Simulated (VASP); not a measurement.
# Nb (Fm-3m) in VASP: a series of runs

Nb is run at these levels: revPBE; tasks: single point.

Everything below comes from runs of VASP 6.6.1. Logs are shortened: lines on timing, memory, paths and dates and some standing lists are left out, and cuts for length are marked.

## Step 1: The cell of the first run

It takes space group Fm-3m (No. 225, cubic). Conventional cell: a = 4.181 Å, b = 4.181 Å, c = 4.181 Å, α = 90.00°, β = 90.00°, γ = 90.00°. Within 3.9 Å of Nb (site symmetry m-3m) lie 12 Nb at 2.96 Å.

## Step 2: Single point, revPBE (volume scaled by 0.96)

Input file INCAR:

```
PREC     = Accurate       # precision mode
ENCUT    = 520            # plane-wave cutoff, eV
EDIFF    = 1E-6           # SCF threshold, eV
ISMEAR   = -1             # smearing method
SIGMA    = 0.1            # smearing width, eV
LREAL    = F              # projectors in reciprocal space
LASPH    = T              # aspherical terms in the spheres
NELM     = 100            # most SCF steps
ALGO     = Normal         # electronic algorithm
ISIF     = 2              # what is computed and relaxed
LWAVE    = F              # write WAVECAR
LCHARG   = F              # write CHGCAR
GGA      = RE             # functional
NBANDS   = 12             # bands
```

Input file KPOINTS:

```
Automatic mesh
0
Gamma
  14 14 14
```

Input file POSCAR:

```
Nb
1.0
    0.0000000000      2.0905183152      2.0905183152
    2.0905183152      0.0000000000      2.0905183152
    2.0905183152      2.0905183152      0.0000000000
Nb
1
Direct
    0.0000000000      0.0000000000      0.0000000000
```

Potentials or basis: VASP PAW PBE potentials, release 64 (Nb_sv).

On the command line:

```
> cat potpaw_PBE.64/Nb_sv/POTCAR > POTCAR
> mpirun -np 1 vasp_std > vasp.out
```

OUTCAR:

```text
PREC = Accurate
   ENCUT = 520
   EDIFF = 1E-6
   ISMEAR = -1
   LREAL = F
   LASPH = T
   NELM = 100
   ISIF = 2
   GGA = RE

 ion  position               nearest neighbor table
   1  0.000  0.000  0.000-

  LATTYP: Found a face centered cubic cell.
 ALAT       =     4.1810366304

  Lattice vectors:

 A1 = (   0.0000000000,   2.0905183152,   2.0905183152)
 A2 = (   2.0905183152,   0.0000000000,   2.0905183152)
 A3 = (   2.0905183152,   2.0905183152,   0.0000000000)

Analysis of symmetry for initial positions (statically):
=====================================================================
 Subroutine PRICEL returns:
 Original cell was already a primitive cell.

 Routine SETGRP: Setting up the symmetry group for a
 face centered cubic supercell.

 Subroutine GETGRP returns: Found 48 space group operations
 (whereof 48 operations were pure point group operations)
 out of a pool of 48 trial point group operations.

The static configuration has the point symmetry O_h .

Analysis of symmetry for dynamics (positions and initial velocities):
=====================================================================
 Subroutine PRICEL returns:
 Original cell was already a primitive cell.

 Routine SETGRP: Setting up the symmetry group for a
 face centered cubic supercell.

 Subroutine GETGRP returns: Found 48 space group operations
 (whereof 48 operations were pure point group operations)
 out of a pool of 48 trial point group operations.

The dynamic configuration has the point symmetry O_h .

 Subroutine INISYM returns: Found 48 space group operations
 (whereof 48 operations are pure point group operations),
 and found     1 'primitive' translations

----------------------------------------------------------------------------------------

                                     Primitive cell

  volume of cell :      18.2722

  direct lattice vectors                    reciprocal lattice vectors
     0.000000000  2.090518315  2.090518315    -0.239175135  0.239175135  0.239175135
     2.090518315  0.000000000  2.090518315     0.239175135 -0.239175135  0.239175135
     2.090518315  2.090518315  0.000000000     0.239175135  0.239175135 -0.239175135

  length of vectors
     2.956439354  2.956439354  2.956439354     0.414263486  0.414263486  0.414263486

  position of ions in fractional coordinates (direct lattice)
     0.000000000  0.000000000  0.000000000

  ion indices of the primitive-cell ions
   primitive index   ion index
                 1           1

[... 78 lines left out ...]
   ISYM   =      2    0-nonsym 1-usesym 2-fastsym
   POTIM  = 0.5000    time-step for ionic-motion
   TEBEG  =    0.0;   TEEND  =   0.0 temperature during run
   PSTRESS=    0.0 pullay stress
   NELECT =      13.0000    total number of electrons
   NUPDOWN=      -1.0000    fix difference up-down
   EMIN   =  10.00;   EMAX   =-10.00  energy-range for DOS
   EFERMI =   0.00;   METHOD = LEGACY
   ISMEAR =    -1;   SIGMA  =   0.10  broadening in eV -4-tet -1-fermi 0-gaus
   EFERMI_NEDOS =   21; number of points for ismear=-14 and -15
   IALGO  =     38    algorithm
   IMIX   =      4    mixing-type and parameters
     AMIX     =   0.40;   BMIX     =  1.00
     AMIX_MAG =   1.60;   BMIX_MAG =  1.00
  volume/ion in A,a.u.               =      18.27       123.31
  Fermi-wavevector in a.u.,A,eV,Ry     =   1.461477  2.761791 29.060887  2.135915
  Thomas-Fermi vector in A             =   2.577804
   LORBIT       =      0    0 simple, 1 ext, 2 COOP (PROOUT), +10 PAW based schemes
   GGA     = RE    functional components
   LHFCALC =     F    Hartree Fock is set to
   AEXX    =    0.0000 exact exchange contribution
   IVDW    =     0    specifies the selected vdW correction
   LEPSILON=     F    determine dielectric tensor
   LRPA    =     F    only Hartree local field effects (RPA)
 non-spin polarized calculation
  energy-cutoff  :      520.00
  volume of cell :       18.27
 maximum number of plane-waves:       531
 NGX is ok and might be reduce to    24
   NGX = 11   NGY = 11   NGZ = 11

 number of electron      13.0000001 magnetization

 Free energy of the ion-electron system (eV)
  ---------------------------------------------------
  ext. energy  EPLUGINS =         0.00000000
  ---------------------------------------------------
  free energy    TOTEN  =        -9.50555855 eV

  energy without entropy =       -9.45616038  energy(sigma->0) =       -9.48085947

 E-fermi :  11.4074     XC(G=0): -12.3805

 val. band max:       11.4031166734   @ k =  -0.3571   0.2143   0.0714
 cond. band min:      11.4186703855   @ k =  -0.3571   0.1429   0.0000
 fundamental gap:      0.0155537120
 Fermi energy:        11.4073561903

 k-point     1 :       0.0000    0.0000    0.0000
  band No.  band energies     occupation
      1     -43.3762      2.00000
      2     -18.7141      2.00000
      3     -18.7141      2.00000
      4     -18.7141      2.00000
      5       5.1131      2.00000
      6      11.4880      0.61734
      7      11.4880      0.61734
      8      11.4880      0.61734
      9      14.1836      0.00000
     10      14.1836      0.00000
     11      23.2301      0.00000
     12      28.1443      0.00000
[... 331 lines left out ...]
 k-point    24 :       0.2857    0.1429    0.0000
  band No.  band energies     occupation
      1     -43.2494      2.00000
      2     -19.3707      2.00000
      3     -18.8880      2.00000
      4     -18.8753      2.00000
      5       7.3675      2.00000
      6       9.9636      2.00000
      7      11.6747      0.12910
      8      12.5029      0.00003
      9      13.7428      0.00000
     10      15.0536      0.00000
     11      25.1342      0.00000
     12      27.4145      0.00000

 [... further k-points ...]

------------------------ aborting loop because EDIFF is reached ----------------------------------------

  FORCE on cell =-STRESS in cart. coord.  units (eV):
  Direction    XX          YY          ZZ          XY          YZ          ZX
  --------------------------------------------------------------------------------------
  -------------------------------------------------------------------------------------
  Total        0.7225549      0.7225549      0.7225549      0.0000000      0.0000000      0.0000000
  in kB       63.3562549     63.3562549     63.3562549      0.0000000      0.0000000      0.0000000
  external PRESSURE =      63.3562549 kB  Pullay stress =       0.0000000 kB

 VOLUME and BASIS-vectors are now :
 -----------------------------------------------------------------------------
  energy-cutoff  :      520.00
  volume of cell :       18.27
      direct lattice vectors                 reciprocal lattice vectors
     0.000000000  2.090518315  2.090518315    -0.239175135  0.239175135  0.239175135
     2.090518315  0.000000000  2.090518315     0.239175135 -0.239175135  0.239175135
     2.090518315  2.090518315  0.000000000     0.239175135  0.239175135 -0.239175135

 POSITION                                       TOTAL-FORCE (eV/Angst)
 -----------------------------------------------------------------------------------
      0.00000      0.00000      0.00000         0.000000     -0.000000     -0.000000
 -----------------------------------------------------------------------------------
    total drift:                                0.000000      0.000000      0.000000

  FREE ENERGIE OF THE ION-ELECTRON SYSTEM (eV)
  ---------------------------------------------------
  free  energy   TOTEN  =        -9.5055585498 eV

  energy  without entropy=       -9.4561603813  energy(sigma->0) =       -9.48085947
```

stdout:

```text
POSCAR found type information on POSCAR Nb
 POSCAR found :  1 types and       1 ions
 scaLAPACK will be used
 -----------------------------------------------------------------------------
|                                                                             |
|                                                                             |
|     You enforced a specific xc type in the INCAR file but a different       |
|     I HOPE YOU KNOW WHAT YOU ARE DOING!                                     |
|                                                                             |
 -----------------------------------------------------------------------------

 LDA part: xc-table for (Slater+PW92), standard interpolation
 POSCAR, INCAR and KPOINTS ok, starting setup
 FFT: planning ... GRIDC
 FFT: planning ... GRID_SOFT
 FFT: planning ... GRID
 WAVECAR not read
 entering main loop
```

It took 18 s on 1 thread of Intel Xeon Platinum 8488C (Sapphire Rapids), shared host; peak memory 0.15 GiB.

Results:

* Free energy: -9.5056 eV
* Pressure: 6.3 GPa

Caveat: the cell differs from its parent crystal (volume scaled by 0.96); the PAW data sets were made with another functional, which shifts forces and pressure a little.

## Step 3: Single point, revPBE

This run uses another cell than the first one, of 19.03 Å³/atom, 1.042 times its volume.

Input file INCAR:

```
ALGO     = Normal         # electronic algorithm
EDIFF    = 1E-6           # SCF threshold, eV
ENCUT    = 520            # plane-wave cutoff, eV
GGA      = RE             # functional
ISIF     = 2              # what is computed and relaxed
ISMEAR   = -1             # smearing method
LASPH    = T              # aspherical terms in the spheres
LCHARG   = F              # write CHGCAR
LREAL    = F              # projectors in reciprocal space
LWAVE    = F              # write WAVECAR
NBANDS   = 12             # bands
NELM     = 100            # most SCF steps
PREC     = Accurate       # precision mode
SIGMA    = 0.1            # smearing width, eV
```

Input file KPOINTS:

```
k-points
0
Gamma
  14 14 14
```

Input file POSCAR:

```
Nb
1.0
    0.0000000000      2.1191591115      2.1191591115
    2.1191591115      0.0000000000      2.1191591115
    2.1191591115      2.1191591115      0.0000000000
Nb
1
Direct
    0.0000000000      0.0000000000      0.0000000000
```

Potentials or basis: VASP PAW PBE potentials, release 64 (Nb_sv).

On the command line:

```
> cat potpaw_PBE.64/Nb_sv/POTCAR > POTCAR
> mpirun -np 1 vasp_std > vasp.out
```

Run time: 15 s. Hardware: 1 thread of Intel Xeon Platinum 8488C (Sapphire Rapids), shared host; peak memory 0.15 GiB.

It converged, with:

```
Free energy : -9.5193 eV
Pressure    : -0.5 GPa
```

Levels at points of the mesh, in eV from the Fermi level:
| k point | band 2 | band 3 | band 4 | band 5 | band 6 | band 7 | band 8 | band 9 | band 10 | band 11 |
| --- | --- | --- | --- | --- | --- | --- | --- | --- | --- | --- |
| (0.00, 0.00, 0.00) | -30.25 | -30.25 | -30.25 | -6.19 | 0.11 | 0.11 | 0.11 | 2.65 | 2.65 | 11.78 |
| (0.50, 0.00, 0.00) | -31.38 | -30.39 | -30.39 | -3.79 | -0.07 | -0.07 | 1.30 | 4.56 | 4.56 | 10.26 |
| (0.50, 0.50, 0.00) | -31.30 | -30.65 | -30.65 | -3.98 | -3.25 | 3.49 | 4.55 | 5.10 | 5.10 | 11.15 |

Caveat: the PAW data sets were made with another functional, which shifts forces and pressure a little.

## Step 4: Single point, revPBE (volume scaled by 1.04)

Input file INCAR:

```
SYSTEM = Nb
PREC = Accurate
ENCUT = 520
EDIFF = 1E-7
ISMEAR = -1
SIGMA = 0.1
LREAL = .FALSE.
LASPH = .TRUE.
NELM = 100
ALGO = Normal
ISIF = 2
LWAVE = .FALSE.
LCHARG = .FALSE.
GGA = RE
NBANDS = 12
```

Input file KPOINTS:

```
regular mesh
0
G
  14 14 14
  0 0 0
```

Input file POSCAR:

```
Nb
1.0
    0.0000000000      2.1470459820      2.1470459820
    2.1470459820      0.0000000000      2.1470459820
    2.1470459820      2.1470459820      0.0000000000
Nb
1
Direct
    0.0000000000      0.0000000000      0.0000000000
```

On the command line:

```
> cat potpaw_PBE.64/Nb_sv/POTCAR > POTCAR
> mpirun -np 1 vasp_std > vasp.out
```

It took 15 s on 1 thread of Intel Xeon Platinum 8488C (Sapphire Rapids), shared host; peak memory 0.15 GiB.

The run converged. Its results:

* Free energy: -9.5032 eV
* Pressure: -6.2 GPa

Levels at points of the mesh, in eV from the Fermi level:
```
           k point  band 2  band 3  band 4  band 5  band 6  band 7  band 8  band 9  band 10  band 11
(0.00, 0.00, 0.00)  -30.37  -30.37  -30.37   -6.09    0.13    0.13    0.13    2.54     2.54    11.73
(0.50, 0.00, 0.00)  -31.36  -30.50  -30.50   -3.64   -0.03   -0.03    1.17    4.34     4.34     9.73
(0.50, 0.50, 0.00)  -31.30  -30.72  -30.72   -3.77   -3.07    3.27    4.32    4.84     4.84    10.84
```

Caveat: the cell differs from its parent crystal (volume scaled by 1.04); the PAW data sets were made with another functional, which shifts forces and pressure a little.

## Step 5: Single point, revPBE (volume scaled by 1.08)

Changes to INCAR since step 4:

```diff
@@ -8,3 +8,3 @@
 LASPH = .TRUE.
-NELM = 100
+NELM = 80
 ALGO = Normal
```

KPOINTS is that of step 4.

Input file POSCAR:

```
Nb
1.0
    0.0000000000      2.1742266647      2.1742266647
    2.1742266647      0.0000000000      2.1742266647
    2.1742266647      2.1742266647      0.0000000000
Nb
1
Direct
    0.0000000000      0.0000000000      0.0000000000
```

Potentials or basis: VASP PAW PBE potentials, release 64 (Nb_sv).

On the command line:

```
> cat potpaw_PBE.64/Nb_sv/POTCAR > POTCAR
> mpirun -np 1 vasp_std > vasp.out
```

OUTCAR:

```text
SYSTEM = Nb
   PREC = Accurate
   ENCUT = 520
   EDIFF = 1E-7
   ISMEAR = -1
   LREAL = .FALSE.
   LASPH = .TRUE.
   NELM = 80
   ISIF = 2
   GGA = RE

 ion  position               nearest neighbor table
   1  0.000  0.000  0.000-

  LATTYP: Found a face centered cubic cell.
 ALAT       =     4.3484533294

  Lattice vectors:

 A1 = (   0.0000000000,   2.1742266647,   2.1742266647)
 A2 = (   2.1742266647,   0.0000000000,   2.1742266647)
 A3 = (   2.1742266647,   2.1742266647,   0.0000000000)

Analysis of symmetry for initial positions (statically):
=====================================================================
 Subroutine PRICEL returns:
 Original cell was already a primitive cell.

 Routine SETGRP: Setting up the symmetry group for a
 face centered cubic supercell.

 Subroutine GETGRP returns: Found 48 space group operations
 (whereof 48 operations were pure point group operations)
 out of a pool of 48 trial point group operations.

The static configuration has the point symmetry O_h .

Analysis of symmetry for dynamics (positions and initial velocities):
[... 165 lines left out ...]
      1     -45.1287      2.00000
      2     -20.6610      2.00000
      3     -20.6610      2.00000
      4     -20.6610      2.00000
      5       3.8289      2.00000
      6       9.9571      0.39642
      7       9.9571      0.39641
      8       9.9571      0.39641
      9      12.2417      0.00000
     10      12.2417      0.00000
     11      21.4872      0.00000
     12      25.8962      0.00000
[... 331 lines left out ...]
 k-point    24 :       0.2857    0.1429    0.0000
  band No.  band energies     occupation
      1     -45.0511      2.00000
      2     -21.1051      2.00000
      3     -20.7805      2.00000
      4     -20.7715      2.00000
      5       5.8934      2.00000
      6       8.6328      1.99999
      7      10.1401      0.07627
      8      10.8236      0.00009
      9      11.8677      0.00000
     10      12.9832      0.00000
     11      22.8118      0.00000
     12      24.7501      0.00000

 [... further k-points ...]

------------------------ aborting loop because EDIFF is reached ----------------------------------------

  FORCE on cell =-STRESS in cart. coord.  units (eV):
  Direction    XX          YY          ZZ          XY          YZ          ZX
  --------------------------------------------------------------------------------------
  -------------------------------------------------------------------------------------
  Total       -1.4036989     -1.4036989     -1.4036989     -0.0000000     -0.0000000      0.0000000
  in kB     -109.4057387   -109.4057387   -109.4057387     -0.0000000     -0.0000000      0.0000000
  external PRESSURE =    -109.4057387 kB  Pullay stress =       0.0000000 kB

 VOLUME and BASIS-vectors are now :
 -----------------------------------------------------------------------------
  energy-cutoff  :      520.00
  volume of cell :       20.56
      direct lattice vectors                 reciprocal lattice vectors
     0.000000000  2.174226665  2.174226665    -0.229966824  0.229966824  0.229966824
     2.174226665  0.000000000  2.174226665     0.229966824 -0.229966824  0.229966824
     2.174226665  2.174226665  0.000000000     0.229966824  0.229966824 -0.229966824

 POSITION                                       TOTAL-FORCE (eV/Angst)
 -----------------------------------------------------------------------------------
      0.00000      0.00000      0.00000         0.000000      0.000000      0.000000
 -----------------------------------------------------------------------------------
    total drift:                                0.000000      0.000000      0.000000

  FREE ENERGIE OF THE ION-ELECTRON SYSTEM (eV)
  ---------------------------------------------------
  free  energy   TOTEN  =        -9.4624161900 eV

  energy  without entropy=       -9.4081650871  energy(sigma->0) =       -9.43529064
```

Run time: 15 s. Hardware: 1 thread of Intel Xeon Platinum 8488C (Sapphire Rapids), shared host; peak memory 0.15 GiB.

Results:

```yaml
Free_energy: -9.4624 eV
Pressure: -10.9 GPa
```

Caveat: the cell differs from its parent crystal (volume scaled by 1.08); the PAW data sets were made with another functional, which shifts forces and pressure a little.

(Continued in part 2 of 2.)
